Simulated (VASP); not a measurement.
# BiRu: single point with r2SCAN

BiRu:

```
CELL_PARAMETERS angstrom
0.00000 3.09204 3.09204
3.09204 0.00000 3.09204
3.09204 3.09204 0.00000
ATOMIC_POSITIONS crystal
Ru 0.00000 0.00000 0.00000
Bi 0.25000 0.25000 0.25000
```

```json
{
  "Program": "VASP 6.6.1",
  "Task": "single point",
  "Functional": "r2SCAN",
  "Potentials or basis": "VASP PAW PBE potentials, release 64 (Ru_pv, Bi_d)",
  "Cutoff": "520 eV",
  "k mesh": "10 × 10 × 10",
  "Occupations": "gaussian, width 0.05 eV",
  "Spin": "no spin polarisation"
}
```

| Quantity | Value |
| --- | --- |
| Pressure | -4.8 GPa |
| Band gap on the k mesh | zero (an odd number of electrons rules out a gap without spin polarisation) |

Levels at points of the mesh, in eV from the Fermi level:
```csv
k point,band 10,band 11,band 12,band 13,band 14,band 15,band 16,band 17,band 18,band 19
"(0.00, 0.00, 0.00)",-2.70,-2.70,-2.70,-0.85,-0.85,3.47,5.02,5.02,5.02,7.55
"(0.50, 0.00, 0.00)",-3.56,-2.44,-2.44,-0.75,-0.75,-0.41,2.97,2.97,4.90,8.49
"(0.50, 0.50, 0.00)",-3.95,-1.70,-1.70,-0.87,-0.74,-0.15,0.61,0.61,5.17,6.19
```

Wall time 6.8 min on 1 thread of Intel Xeon 8259CL (shared host), peak memory 0.25 GiB.

Caveat: the cell stands under tension; the PAW data sets were made with another functional, which shifts forces and pressure a little; spin-orbit coupling is left out, which moves the levels of the heavy elements.
